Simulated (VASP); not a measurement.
A run of VASP 6.6.1:

INCAR

```
PREC     = Accurate       # precision mode
ENCUT    = 500            # plane-wave cutoff, eV
EDIFF    = 1E-6           # SCF threshold, eV
ISMEAR   = -1             # smearing method
SIGMA    = 0.025          # smearing width, eV
LREAL    = F              # projectors in reciprocal space
LASPH    = T              # aspherical terms in the spheres
NELM     = 200            # most SCF steps
ALGO     = Normal         # electronic algorithm
ISIF     = 2              # what is computed and relaxed
LWAVE    = F              # write WAVECAR
LCHARG   = T              # write CHGCAR
ISPIN    = 2              # spin polarisation
MAGMOM   = 0              # initial moments
LORBIT   = 11             # projections on sites
GGA      = RE             # functional
LELF     = T              # ELF
LVHAR    = T            
NBANDS   = 14             # bands
GGA_COMPAT= F
```

KPOINTS

```
Automatic mesh
0
Gamma
  5 5 5
```

The input POSCAR:

```
Cs
1.0
   -3.2022510000      3.1780120000      3.0485930000
    3.2258260000     -3.1756290000      3.0697860000
    3.1392390000      3.1126170000     -3.0462110000
Cs
1
Direct
    0.0000000000      0.0000000000      0.0000000000
```

Potentials or basis: VASP PAW PBE potentials, release 64 (Cs_sv).

The run is started by

```console
$ cat potpaw_PBE.64/Cs_sv/POTCAR > POTCAR
$ mpirun -np 1 vasp_std > vasp.out
```

Hardware: 1 thread of Intel(R) Xeon(R) Platinum 8559C (Emerald Rapids), with other jobs on the host.

Problem. How long does it take, and how much memory?

Solution. Wall time 82 s on 1 thread of Intel(R) Xeon(R) Platinum 8559C (Emerald Rapids), with other jobs on the host, peak memory 0.36 GiB. Counts: scf iterations 10, k points 63.
